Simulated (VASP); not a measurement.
Wanted: the native input for a VASP 6.6.1 run.

* Task: single point
* Functional: PBE
* Potentials or basis: VASP PAW PBE potentials, release 64 (Cl, I, K_sv)
* Cutoff: 520 eV
* k mesh: 2 × 2 × 3
* Occupations: fermi-dirac, width 0.05 eV
* Spin: no spin polarisation
* Dipole correction: no
* Further INCAR settings: ALGO = Normal; EDIFF = 1e-07; NBANDS = 36; ISYM = 0

The structure of K2ICl4 lies in POSCAR:

```
K2ICl4
1.0
    7.6646310000     -0.0681740000      0.0247590000
   -0.0681740000      7.5345290000      0.0515960000
    0.0144000000      0.0300080000      4.3666330000
Cl I K
4 1 2
Direct
    0.2432454242      0.2201011080      0.0118579120
    0.7458502858      0.2495967769      0.0272075298
    0.7846379139      0.7893869438      0.9618463336
    0.2592891175      0.7536501711      0.0313151864
    0.9651258314      0.9718931540      0.9903803801
    0.4955250931      0.9900280457      0.5658459979
    0.9897471671      0.5066112307      0.5291593630
```

One way to write it, as run:

INCAR

```
SYSTEM = K2ICl4
ALGO = Normal
EDIFF = 1E-7
ENCUT = 520
GGA = PE
ISIF = 2
ISMEAR = -1
ISYM = 0
LASPH = .TRUE.
LCHARG = .FALSE.
LREAL = .FALSE.
LWAVE = .FALSE.
NBANDS = 36
NELM = 100
PREC = Accurate
SIGMA = 0.05
```

KPOINTS

```
k-points
0
G
  2 2 3
  0 0 0
```

Potentials or basis: VASP PAW PBE potentials, release 64 (Cl, I, K_sv).

Launch:

```console
$ cat potpaw_PBE.64/Cl/POTCAR potpaw_PBE.64/I/POTCAR potpaw_PBE.64/K_sv/POTCAR > POTCAR
$ mpirun -np 1 vasp_std > vasp.out
```

It gave:

```
Pressure      : 7.3 GPa
Largest force : 16.012 eV/Å
```

Caveat: the k points lie up to 0.48 Å⁻¹ apart; an odd number of electrons without spin polarisation forces a metal; a magnetic or distorted state may lie lower.

It took 77 s on 1 thread of Intel(R) Xeon(R) Platinum 8259CL CPU @ 2.50GHz (Skylake/Cascade Lake), on a shared host, peak memory 0.34 GiB.
